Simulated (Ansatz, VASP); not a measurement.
## One calculation of Be, two programs

```
Be
1.0
     2.26497    0.00000    0.00000
    -1.13248    1.96152    0.00000
     0.00000    0.00000    3.56107
Be
2
Direct
  0.33333 0.66667 0.25000
  0.66667 0.33333 0.75000
```

Alike in both runs: task relaxation of cell and atoms; functional PBE; dispersion D3(BJ); k mesh 24 × 24 × 12; occupations gaussian, width 0.1 eV; no spin polarisation.

|  | VASP | Ansatz |
| --- | --- | --- |
| version | VASP 6.6.1 | Ansatz 0.2.0 |
| potentials or method | VASP PAW PBE potentials, release 64 (Be), cutoff 600 eV | scalar-relativistic, plane waves, PAW |
| valence electrons in the cell | 4 | 4 |

Ansatz gave:

```
gap on the k mesh at the Fermi level, each at its own relaxed structure (eV) : none
relaxed volume (Å³/atom)                                                     : 7.43
relaxed cell length with the largest relative difference (Å)                 : 3.495
```

Estimate VASP's values.

gap on the k mesh at the Fermi level, each at its own relaxed structure (eV): none; relaxed volume (Å³/atom): 7.44; relaxed cell length with the largest relative difference (Å): 3.497.

A gap of «none» marks a metal or a gap that the smearing closes.
